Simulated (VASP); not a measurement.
# Ti12S in VASP: notebook, part 2 of 2

VASP 6.6.1. The steps go on from the part before.

## Step 3: Single point, PBE

INCAR

```
  ALGO = Normal
  DIPOL = 0.5 0.5 0.319
  EDIFF = 1E-6
  ENCUT = 520
  GGA = PE
  IDIPOL = 3
  ISIF = 2
  ISMEAR = 0
  LASPH = True
  LCHARG = True
  LDIPOL = True
  LELF = True
  LREAL = False
  LVACPOTAV = True
  LVHAR = True
  LWAVE = False
  NBANDS = 87
  NELM = 80
  PREC = Accurate
  SIGMA = 0.1
```

KPOINTS

```
k-points
0
Gamma
  5 5 1
```

POSCAR

```
Ti12S
1.0
    5.8150893847      0.0000000000      0.0000000000
    0.0000000000      5.8150893847      0.0000000000
    0.0000000000      0.0000000000     19.3059825527
Ti S
12 1
Direct
    0.2500000000      0.2500000000      0.2071896620
    0.2500000000      0.7500000000      0.2071896620
    0.7500000000      0.2500000000      0.2071896620
    0.7500000000      0.7500000000      0.2071896620
    0.0000000000      0.0000000000      0.3057583567
    0.0000000000      0.5000000000      0.3057583567
    0.5000000000      0.0000000000      0.3057583567
    0.5000000000      0.5000000000      0.3057583567
    0.2500000000      0.2500000000      0.4043297217
    0.2500000000      0.7500000000      0.4043297217
    0.7500000000      0.2500000000      0.4043297217
    0.7500000000      0.7500000000      0.4043297217
    0.5000000000      0.5000000000      0.4747012586
```

Potentials or basis: VASP PAW PBE potentials, release 64 (Ti_sv, S).

Started as:

```
> cat potpaw_PBE.64/Ti_sv/POTCAR potpaw_PBE.64/S/POTCAR > POTCAR
> mpirun -np 1 vasp_std > vasp.out
```

OUTCAR:

```text
EDIFF = 1E-6
   ENCUT = 520
   GGA = PE
   ISIF = 2
   ISMEAR = 0
   LASPH = True
   LREAL = False
   NELM = 80
   PREC = Accurate

 ion  position               nearest neighbor table
   1  0.250  0.250  0.207-   5 2.80   6 2.80   7 2.80   8 2.80   2 2.91   3 2.91   2 2.91   3 2.91

   2  0.250  0.750  0.207-   5 2.80   6 2.80   7 2.80   8 2.80   1 2.91   4 2.91   1 2.91   4 2.91

   3  0.750  0.250  0.207-   5 2.80   6 2.80   7 2.80   8 2.80   1 2.91   4 2.91   4 2.91   1 2.91
[... 4 lines left out ...]
                             6 2.91   7 2.91   6 2.91   7 2.91
   6  0.000  0.500  0.306-   1 2.80   2 2.80   3 2.80   4 2.80   9 2.80  10 2.80  11 2.80  12 2.80
                             5 2.91   8 2.91   5 2.91   8 2.91
   7  0.500  0.000  0.306-   1 2.80   2 2.80   3 2.80   4 2.80   9 2.80  10 2.80  11 2.80  12 2.80
                             5 2.91   8 2.91   8 2.91   5 2.91
   8  0.500  0.500  0.306-   1 2.80   2 2.80   3 2.80   4 2.80   9 2.80  10 2.80  11 2.80  12 2.80
                             6 2.91   7 2.91   7 2.91   6 2.91
   9  0.250  0.250  0.404-  13 2.46   6 2.80   7 2.80   8 2.80   5 2.80  11 2.91  10 2.91  10 2.91
                            11 2.91
  10  0.250  0.750  0.404-  13 2.46   6 2.80   7 2.80   8 2.80   5 2.80  12 2.91   9 2.91   9 2.91
                            12 2.91
  11  0.750  0.250  0.404-  13 2.46   6 2.80   7 2.80   8 2.80   5 2.80  12 2.91   9 2.91  12 2.91
                             9 2.91
  12  0.750  0.750  0.404-  13 2.46   6 2.80   7 2.80   8 2.80   5 2.80  11 2.91  10 2.91  11 2.91
                            10 2.91
  13  0.500  0.500  0.475-   9 2.46  10 2.46  11 2.46  12 2.46

  LATTYP: Found a simple tetragonal cell.
 ALAT       =     5.8150893847
 C/A-ratio  =     3.3199803607

  Lattice vectors:

 A1 = (   5.8150893847,   0.0000000000,   0.0000000000)
 A2 = (   0.0000000000,   5.8150893847,   0.0000000000)
 A3 = (   0.0000000000,   0.0000000000,  19.3059825527)

Analysis of symmetry for initial positions (statically):
=====================================================================
 Subroutine PRICEL returns:
 Original cell was already a primitive cell.

 Routine SETGRP: Setting up the symmetry group for a
 simple tetragonal supercell.

 Subroutine GETGRP returns: Found  8 space group operations
 (whereof  8 operations were pure point group operations)
 out of a pool of 16 trial point group operations.

The static configuration has the point symmetry C_4v.

Analysis of symmetry for dynamics (positions and initial velocities):
=====================================================================
 Subroutine PRICEL returns:
 Original cell was already a primitive cell.

 Routine SETGRP: Setting up the symmetry group for a
 simple tetragonal supercell.

 Subroutine GETGRP returns: Found  8 space group operations
 (whereof  8 operations were pure point group operations)
 out of a pool of 16 trial point group operations.

The dynamic configuration has the point symmetry C_4v.

 Subroutine INISYM returns: Found  8 space group operations
 (whereof  8 operations are pure point group operations),
 and found     1 'primitive' translations

----------------------------------------------------------------------------------------

                                     Primitive cell

  volume of cell :     652.8369

  direct lattice vectors                    reciprocal lattice vectors
     5.815089385  0.000000000  0.000000000     0.171966402  0.000000000  0.000000000
[... 83 lines left out ...]
   ISPIN  =      1    spin polarized calculation?
   LNONCOLLINEAR =      F non collinear calculations
   LSORBIT =      F    spin-orbit coupling
   LASPH  =      T    aspherical Exc in radial PAW
   ENCUT  =  520.0 eV  38.22 Ry    6.18 a.u.  10.81 10.81 35.90*2*pi/ulx,y,z
   NELM   =     80;   NELMIN=  2; NELMDL= -5     # of ELM steps
   EDIFF  = 0.1E-05   stopping-criterion for ELM
   LREAL  =      F    real-space projection
   EDIFFG = 0.1E-04   stopping-criterion for IOM
   NSW    =      0    number of steps for IOM
   IBRION =     -1    ionic relax: 0-MD 1-quasi-New 2-CG
   NFREE  =      0    steps in history (QN), initial steepest desc. (CG)
   ISIF   =      2    stress and relaxation
   ISYM   =      2    0-nonsym 1-usesym 2-fastsym
   POTIM  = 0.5000    time-step for ionic-motion
   TEBEG  =    0.0;   TEEND  =   0.0 temperature during run
   PSTRESS=    0.0 pullay stress
   NELECT =     150.0000    total number of electrons
   NUPDOWN=      -1.0000    fix difference up-down
   EMIN   =  10.00;   EMAX   =-10.00  energy-range for DOS
   EFERMI =   0.00;   METHOD = LEGACY
   ISMEAR =     0;   SIGMA  =   0.10  broadening in eV -4-tet -1-fermi 0-gaus
   EFERMI_NEDOS =   21; number of points for ismear=-14 and -15
   IALGO  =     38    algorithm
   IMIX   =      4    mixing-type and parameters
     AMIX     =   0.40;   BMIX     =  1.00
     AMIX_MAG =   1.60;   BMIX_MAG =  1.00
  volume/ion in A,a.u.               =      50.22       338.89
  Fermi-wavevector in a.u.,A,eV,Ry     =   1.002698  1.894825 13.679355  1.005404
  Thomas-Fermi vector in A             =   2.135203
   LORBIT       =      0    0 simple, 1 ext, 2 COOP (PROOUT), +10 PAW based schemes
   GGA     = PE    functional components
   LHFCALC =     F    Hartree Fock is set to
   AEXX    =    0.0000 exact exchange contribution
   IVDW    =     0    specifies the selected vdW correction
   LEPSILON=     F    determine dielectric tensor
   LRPA    =     F    only Hartree local field effects (RPA)
 non-spin polarized calculation
 Gauss-broadening in eV      SIGMA  =   0.10
  energy-cutoff  :      520.00
  volume of cell :      652.84
 maximum number of plane-waves:     17596
 NGX is ok and might be reduce to    48
   NGX = 21   NGY = 21   NGZ = 71

 dipolmoment           0.000000      0.000000     -0.024791 electrons x Angstroem

 number of electron     150.0000052 magnetization

 dipolmoment           0.000000      0.000000      0.070034 electrons x Angstroem

 Free energy of the ion-electron system (eV)
  ---------------------------------------------------
  ext. energy  EPLUGINS =         0.00000000
  ---------------------------------------------------
  free energy    TOTEN  =       -94.43233255 eV

  energy without entropy =      -94.25830716  energy(sigma->0) =      -94.34531986

 E-fermi :   0.2648     XC(G=0):  -4.8742

 val. band max:        0.2560511737   @ k =   0.2000   0.2000   0.0000
 cond. band min:       0.2785356282   @ k =   0.0000   0.0000   0.0000
 fundamental gap:      0.0224844545
 Fermi energy:         0.2647650008

 k-point     1 :       0.0000    0.0000    0.0000
  band No.  band energies     occupation
      1     -56.5404      2.00000
      2     -56.5197      2.00000
      3     -56.4852      2.00000
      4     -56.4852      2.00000
      5     -56.4748      2.00000
      6     -56.4748      2.00000
[... 529 lines left out ...]
     86       1.2275      0.00000
     87       1.3044      0.00000

------------------------ aborting loop because EDIFF is reached ----------------------------------------

  FORCE on cell =-STRESS in cart. coord.  units (eV):
  Direction    XX          YY          ZZ          XY          YZ          ZX
  --------------------------------------------------------------------------------------
  -------------------------------------------------------------------------------------
  Total       -2.5096891     -2.5096891      1.0648593      0.0000000      0.0000000      0.0000000
  in kB       -6.1592213     -6.1592213      2.6133531      0.0000000      0.0000000      0.0000000
  external PRESSURE =      -3.2350298 kB  Pullay stress =       0.0000000 kB

 VOLUME and BASIS-vectors are now :
 -----------------------------------------------------------------------------
  energy-cutoff  :      520.00
  volume of cell :      652.84
      direct lattice vectors                 reciprocal lattice vectors
     5.815089385  0.000000000  0.000000000     0.171966402  0.000000000  0.000000000
     0.000000000  5.815089385  0.000000000     0.000000000  0.171966402  0.000000000
     0.000000000  0.000000000 19.305982553     0.000000000  0.000000000  0.051797416

 POSITION                                       TOTAL-FORCE (eV/Angst)
 -----------------------------------------------------------------------------------
      1.45377      1.45377      4.00000         0.065167      0.065167      0.048027
      1.45377      4.36132      4.00000         0.065167     -0.065167      0.048027
      4.36132      1.45377      4.00000        -0.065167      0.065167      0.048027
      4.36132      4.36132      4.00000        -0.065167     -0.065167      0.048027
      0.00000      0.00000      5.90297        -0.000000      0.000000     -0.254715
      0.00000      2.90754      5.90297        -0.000000     -0.000000     -0.127255
      2.90754      0.00000      5.90297        -0.000000     -0.000000     -0.127255
      2.90754      2.90754      5.90297        -0.000000     -0.000000     -0.473307
      1.45377      1.45377      7.80598        -0.325909     -0.325909      0.195835
      1.45377      4.36132      7.80598        -0.325909      0.325909      0.195835
      4.36132      1.45377      7.80598         0.325909     -0.325909      0.195835
      4.36132      4.36132      7.80598         0.325909      0.325909      0.195835
      2.90754      2.90754      9.16457        -0.000000      0.000000      0.007087
 -----------------------------------------------------------------------------------
    total drift:                                0.000000     -0.000000      0.001066

  FREE ENERGIE OF THE ION-ELECTRON SYSTEM (eV)
  ---------------------------------------------------
  free  energy   TOTEN  =       -94.4323325504 eV

  energy  without entropy=      -94.2583071639  energy(sigma->0) =      -94.34531986

 vacuum level on the upper side and lower side of the slab         4.521         4.146
```

Wall time 20 min (1 thread of Intel Xeon Platinum 8488C (Sapphire Rapids), shared host); peak memory 0.75 GiB.

Results:

| Item | Value |
| --- | --- |
| Free energy | -94.4323 eV |
| Largest force | 0.501 eV/Å |
| Band gap on the k mesh | zero (band 75 reaches 0.33 eV, above the bottom of band 76 at 0.14 eV) |

Forces in eV/Å, atoms in the order of the input:
```
Ti   0.065  0.065  0.048
Ti   0.065 -0.065  0.048
Ti  -0.065  0.065  0.048
Ti  -0.065 -0.065  0.048
Ti   0.000  0.000 -0.255
Ti   0.000  0.000 -0.127
Ti   0.000  0.000 -0.127
Ti   0.000  0.000 -0.473
Ti  -0.326 -0.326  0.196
Ti  -0.326  0.326  0.196
Ti   0.326 -0.326  0.196
Ti   0.326  0.326  0.196
S    0.000  0.000  0.007
```

Levels at points of the mesh, in eV from the Fermi level:
```tsv
k point	band 70	band 71	band 72	band 73	band 74	band 75	band 76	band 77	band 78	band 79
(0.00, 0.00, 0.00)	-0.25	-0.06	-0.02	-0.02	0.01	0.06	0.06	0.51	0.73	0.78
```
